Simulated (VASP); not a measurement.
Input of a VASP 6.6.1 run:

File INCAR:

```
  PREC = Accurate
  ENCUT = 600
  EDIFF = 1E-6
  ISMEAR = 0
  SIGMA = 0.2
  LREAL = False
  LASPH = True
  NELM = 80
  ALGO = Normal
  ISIF = 3
  LWAVE = False
  LCHARG = False
  GGA = PE
  IBRION = 2
  NSW = 36
  EDIFFG = -0.08
```

KPOINTS

```
Automatic mesh
0
Gamma
  5 5 1
```

Contents of POSCAR:

```
La6N
1.0
    3.6500000000      0.0000000000      0.0000000000
   -1.8250000000      3.1609927200      0.0000000000
    0.0000000000      0.0000000000     16.2000000000
La N
6 1
Direct
    0.3333333300      0.6666666700      0.4167000000
    0.6666666700      0.3333333300      0.5833000000
    0.3333333300      0.6666666700      0.0833000000
    0.6666666700      0.3333333300      0.9167000000
    0.0000000000      0.0000000000      0.7500000000
    0.0000000000      0.0000000000      0.2500000000
    0.0000000000      0.0000000000      0.0000000000
```

Potentials or basis: VASP PAW PBE potentials, release 64 (La, N).

Command:

```bash
$ cat potpaw_PBE.64/La/POTCAR potpaw_PBE.64/N/POTCAR > POTCAR
$ mpirun -np 1 vasp_std > vasp.out
```

(1) What does it give for the relaxed volume?

(2) What does it give for the band gap on the k mesh?

(3) What does it give for the relaxed cell?

Answers

(1) 32.55 Å³/atom.

(2) zero (an odd number of electrons rules out a gap without spin polarisation).

(3) a = 3.754 Å, b = 3.754 Å, c = 18.664 Å, α = 90.00°, β = 90.00°, γ = 120.00°.

Caveat: the k points lie up to 0.39 Å⁻¹ apart in the final cell, too coarse for converged energies and pressures of a metal; the volume moved by over 15 % at a fixed basis, so the end points are rough; spin-orbit coupling is left out, which moves the levels of the heavy elements.
